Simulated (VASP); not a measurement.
# Pt (C2/m) in VASP: single point with PBE

Aim: the single point of Pt with PBE.

All numbers are computed with VASP 6.6.1; they aren't measurements. Logs are shortened: lines on timing, memory, paths and dates and some standing lists are left out, and cuts for length are marked.

## (1) The cell of the first run

The typed cell holds 2 atoms: a = 3.868 Å, b = 3.868 Å, c = 2.821 Å, α = 90.00°, β = 133.25°, γ = 90.00°.

## (2) Single point, PBE

Input file INCAR:

```
SYSTEM = Pt
ALGO = Fast
EDIFF = 1E-6
ENCUT = 520
GGA = PE
ISIF = 2
ISMEAR = 0
LASPH = .TRUE.
LCHARG = .TRUE.
LELF = .TRUE.
LREAL = .FALSE.
LVHAR = .TRUE.
LWAVE = .FALSE.
NBANDS = 17
NELM = 80
PREC = Accurate
SIGMA = 0.1
```

Input file KPOINTS:

```
k-points
0
G
  9 9 17
  0 0 0
```

Input file POSCAR:

```
Pt
1.0
    3.8679402686      0.0000000000      0.0009707330
    0.0000000000      3.8679403904      0.0000000000
   -1.9334560800      0.0000000000      2.0540689477
Pt
2
Direct
    0.0000000000      0.0000000000      0.0000000000
    0.5000000000      0.5000000000      0.0000000000
```

Potentials or basis: VASP PAW PBE potentials, release 64 (Pt).

On the command line:

```bash
cat potpaw_PBE.64/Pt/POTCAR > POTCAR
mpirun -np 1 vasp_std > vasp.out
```

OUTCAR:

```text
SYSTEM = Pt
   EDIFF = 1E-6
   ENCUT = 520
   GGA = PE
   ISIF = 2
   ISMEAR = 0
   LASPH = .TRUE.
   LREAL = .FALSE.
   NELM = 80
   PREC = Accurate

 ion  position               nearest neighbor table
   1  0.000  0.000  0.000-   2 2.74   2 2.74   2 2.74   2 2.74   2 2.82   2 2.82   2 2.82   2 2.82

   2  0.500  0.500  0.000-   1 2.74   1 2.74   1 2.74   1 2.74   1 2.82   1 2.82   1 2.82   1 2.82

  LATTYP: Found a simple monoclinic cell.
 ALAT       =     2.8208955413
 B/A-ratio  =     1.3711746265
 C/A-ratio  =     1.0005003811
 COS(beta)  =    -0.0604103499

  Lattice vectors:

 A1 = (  -1.9334560800,   0.0000000000,   2.0540689477)
 A2 = (   0.0000000000,   3.8679403904,   0.0000000000)
 A3 = (  -1.9344841886,   0.0000000000,  -2.0550396807)

Analysis of symmetry for initial positions (statically):
=====================================================================
 Subroutine PRICEL returns following result:

  LATTYP: Found a base centered monoclinic cell.
 ALAT       =     3.8679403904
 B/A-ratio  =     1.0000000000
 C/A-ratio  =     0.7293017101
 COS(beta)  =    -0.6852222931

  Lattice vectors:

 A1 = (   1.9339701343,  -1.9339701952,   0.0004853665)
 A2 = (   1.9339701343,   1.9339701952,   0.0004853665)
 A3 = (  -1.9334560800,   0.0000000000,   2.0540689477)

   2 primitive cells build up your supercell.

 Routine SETGRP: Setting up the symmetry group for a
 simple monoclinic supercell.

 Subroutine GETGRP returns: Found  4 space group operations
 (whereof  4 operations were pure point group operations)
 out of a pool of  4 trial point group operations.

The static configuration has the point symmetry C_2h.

Analysis of symmetry for dynamics (positions and initial velocities):
=====================================================================
 Subroutine PRICEL returns following result:

  LATTYP: Found a base centered monoclinic cell.
 ALAT       =     3.8679403904
 B/A-ratio  =     1.0000000000
 C/A-ratio  =     0.7293017101
 COS(beta)  =    -0.6852222931

  Lattice vectors:

 A1 = (   1.9339701343,  -1.9339701952,   0.0004853665)
 A2 = (   1.9339701343,   1.9339701952,   0.0004853665)
 A3 = (  -1.9334560800,   0.0000000000,   2.0540689477)

   2 primitive cells build up your supercell.

 Routine SETGRP: Setting up the symmetry group for a
 simple monoclinic supercell.

 Subroutine GETGRP returns: Found  4 space group operations
[... 92 lines left out ...]
   PREC   = accura    normal or accurate (medium, high low for compatibility)
   ISTART =      0    job   : 0-new  1-cont  2-samecut
   ICHARG =      2    charge: 1-file 2-atom 10-const
   ISPIN  =      1    spin polarized calculation?
   LNONCOLLINEAR =      F non collinear calculations
   LSORBIT =      F    spin-orbit coupling
   LASPH  =      T    aspherical Exc in radial PAW
   ENCUT  =  520.0 eV  38.22 Ry    6.18 a.u.   7.19  7.19  5.24*2*pi/ulx,y,z
   NELM   =     80;   NELMIN=  2; NELMDL= -5     # of ELM steps
   EDIFF  = 0.1E-05   stopping-criterion for ELM
   LREAL  =      F    real-space projection
   EDIFFG = 0.1E-04   stopping-criterion for IOM
   NSW    =      0    number of steps for IOM
   IBRION =     -1    ionic relax: 0-MD 1-quasi-New 2-CG
   NFREE  =      0    steps in history (QN), initial steepest desc. (CG)
   ISIF   =      2    stress and relaxation
   ISYM   =      2    0-nonsym 1-usesym 2-fastsym
   POTIM  = 0.5000    time-step for ionic-motion
   TEBEG  =    0.0;   TEEND  =   0.0 temperature during run
   PSTRESS=    0.0 pullay stress
   NELECT =      20.0000    total number of electrons
   NUPDOWN=      -1.0000    fix difference up-down
   EMIN   =  10.00;   EMAX   =-10.00  energy-range for DOS
   EFERMI =   0.00;   METHOD = LEGACY
   ISMEAR =     0;   SIGMA  =   0.10  broadening in eV -4-tet -1-fermi 0-gaus
   EFERMI_NEDOS =   21; number of points for ismear=-14 and -15
   IALGO  =     68    algorithm
   IMIX   =      4    mixing-type and parameters
     AMIX     =   0.40;   BMIX     =  1.00
     AMIX_MAG =   1.60;   BMIX_MAG =  1.00
  volume/ion in A,a.u.               =      15.37       103.72
  Fermi-wavevector in a.u.,A,eV,Ry     =   1.418597  2.680760 27.380612  2.012418
  Thomas-Fermi vector in A             =   2.539706
   LORBIT       =      0    0 simple, 1 ext, 2 COOP (PROOUT), +10 PAW based schemes
   GGA     = PE    functional components
   LHFCALC =     F    Hartree Fock is set to
   AEXX    =    0.0000 exact exchange contribution
   IVDW    =     0    specifies the selected vdW correction
   LEPSILON=     F    determine dielectric tensor
   LRPA    =     F    only Hartree local field effects (RPA)
 non-spin polarized calculation
 RMM-DIIS sequential band-by-band and
 Gauss-broadening in eV      SIGMA  =   0.10
  energy-cutoff  :      520.00
  volume of cell :       30.74
 maximum number of plane-waves:       845
 NGX is ok and might be reduce to    30
   NGX = 15   NGY = 15   NGZ = 11

 number of electron      19.9999997 magnetization

 Free energy of the ion-electron system (eV)
  ---------------------------------------------------
  ext. energy  EPLUGINS =         0.00000000
  ---------------------------------------------------
  free energy    TOTEN  =       -12.17275395 eV

  energy without entropy =      -12.15371221  energy(sigma->0) =      -12.16323308

 E-fermi :  10.8877     XC(G=0): -13.3754

 val. band max:       10.8856824820   @ k =  -0.3333   0.3333   0.4118
 cond. band min:      10.8882474387   @ k =  -0.2222   0.3333   0.2941
 fundamental gap:      0.0025649567
 Fermi energy:        10.8877288342

 k-point     1 :       0.0000    0.0000    0.0000
  band No.  band energies     occupation
      1       0.9011      2.00000
      2       4.0657      2.00000
      3       4.5120      2.00000
      4       6.7802      2.00000
      5       7.4888      2.00000
      6       7.4917      2.00000
[... 457 lines left out ...]
      4       7.0624      2.00000
      5       7.4936      2.00000
      6       7.6218      2.00000
[... 9 lines left out ...]
     16      26.0723      0.00000
     17      28.7692      0.00000

 [... further k-points ...]
[... 5 lines left out ...]
  --------------------------------------------------------------------------------------
  -------------------------------------------------------------------------------------
  Total        1.3721508      1.3589802     -0.0886905      0.0000000      0.0000000      0.0047002
  in kB       71.5212853     70.8347852     -4.6228564      0.0000000      0.0000000      0.2449918
  external PRESSURE =      45.9110713 kB  Pullay stress =       0.0000000 kB

 VOLUME and BASIS-vectors are now :
 -----------------------------------------------------------------------------
  energy-cutoff  :      520.00
  volume of cell :       30.74
      direct lattice vectors                 reciprocal lattice vectors
     3.867940269  0.000000000  0.000970733     0.258474473  0.000000000  0.243297112
     0.000000000  3.867940390  0.000000000     0.000000000  0.258535525  0.000000000
    -1.933456080  0.000000000  2.054068948    -0.000122153  0.000000000  0.486723595

 POSITION                                       TOTAL-FORCE (eV/Angst)
 -----------------------------------------------------------------------------------
      0.00000      0.00000      0.00000         0.000000      0.000000     -0.000000
      1.93397      1.93397      0.00049        -0.000000     -0.000000      0.000000
 -----------------------------------------------------------------------------------
    total drift:                                0.000000      0.000000     -0.000000

  FREE ENERGIE OF THE ION-ELECTRON SYSTEM (eV)
  ---------------------------------------------------
  free  energy   TOTEN  =       -12.1727539463 eV

  energy  without entropy=      -12.1537122134  energy(sigma->0) =      -12.16323308
```

OSZICAR:

```text
N       E                     dE             d eps       ncg     rms          rms(c)
DAV:   1     0.102664799916E+03    0.10266E+03   -0.10242E+04 13378   0.112E+03
DAV:   2    -0.110312749116E+02   -0.11370E+03   -0.10804E+03 14182   0.245E+02
DAV:   3    -0.129122460905E+02   -0.18810E+01   -0.18559E+01 16050   0.314E+01
DAV:   4    -0.129221928651E+02   -0.99468E-02   -0.99451E-02 15645   0.243E+00
DAV:   5    -0.129222893756E+02   -0.96510E-04   -0.96509E-04 16316   0.244E-01    0.173E+01
RMM:   6    -0.122496514092E+02    0.67264E+00   -0.95032E-01 13114   0.735E+00    0.918E+00
RMM:   7    -0.121800857393E+02    0.69566E-01   -0.23181E-01 13523   0.369E+00    0.309E+00
RMM:   8    -0.121735175694E+02    0.65682E-02   -0.33374E-02 13680   0.139E+00    0.960E-01
RMM:   9    -0.121727131567E+02    0.80441E-03   -0.23395E-03 14493   0.363E-01    0.590E-02
RMM:  10    -0.121727496909E+02   -0.36534E-04   -0.34031E-04 14538   0.118E-01    0.679E-02
RMM:  11    -0.121727508196E+02   -0.11286E-05   -0.34108E-05 14663   0.389E-02    0.632E-02
RMM:  12    -0.121727536194E+02   -0.27998E-05   -0.13383E-05 14543   0.251E-02    0.221E-03
RMM:  13    -0.121727539463E+02   -0.32696E-06   -0.28886E-06 11102   0.102E-02
   1 F= -.12172754E+02 E0= -.12163233E+02  d E =-.190417E-01
```

stdout:

```text
POSCAR found type information on POSCAR Pt
 POSCAR found :  1 types and       2 ions
 scaLAPACK will be used
 LDA part: xc-table for (Slater+PW92), standard interpolation
 POSCAR, INCAR and KPOINTS ok, starting setup
 FFT: planning ... GRIDC
 FFT: planning ... GRID_SOFT
 FFT: planning ... GRID
 WAVECAR not read
 entering main loop
```

It took 86 s on 1 thread of Intel Xeon 6975P-C (Granite Rapids), shared host; peak memory 0.28 GiB.

Results:

```yaml
Free_energy: -12.1728 eV
Pressure: 4.6 GPa
Band_gap_on_the_k_mesh: zero (band 10 reaches 11.71 eV, above the bottom of band 11 at 9.76 eV)
```

Caveat: spin-orbit coupling is left out, which moves the levels of the heavy elements.
